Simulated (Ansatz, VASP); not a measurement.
## Ni in VASP and in Ansatz

```
Ni
1.0
    -1.47436    1.47436    1.26647
     1.47436   -1.47436    1.26647
     1.47436    1.47436   -1.26647
Ni
1
Direct
  0.00000 0.00000 0.00000
```

Alike in both runs: functional PBE; k mesh 22 × 22 × 22; occupations gaussian, width 0.1 eV; collinear spin.

Ansatz relaxed the structure, and its values are those at the end. VASP's run is a single point on that final structure, the one shown.

|  | VASP | Ansatz |
| --- | --- | --- |
| version | VASP 6.6.1 | Ansatz 0.2.0 |
| potentials or method | VASP PAW PBE potentials, release 64 (Ni_sv_GW), cutoff 690 eV | scalar-relativistic, plane waves, PAW |
| valence electrons in the cell | 18 | 18 |

Ansatz gave:

```
gap on the k mesh at the Fermi level (eV)                     : none
pressure (GPa)                                                : 0.0
net moment per atom (μB)                                      : 0.61
size of the moment on the site where the two differ most (μB) : 0.64
```

Task: What did VASP give for the same quantities?

Result: gap on the k mesh at the Fermi level (eV): none; pressure (GPa): -0.6; net moment per atom (μB): 0.61; size of the moment on the site where the two differ most (μB): 0.65.

Site moments also hang on the region over which each program counts them. A gap of «none» marks a metal or a gap that the smearing closes.
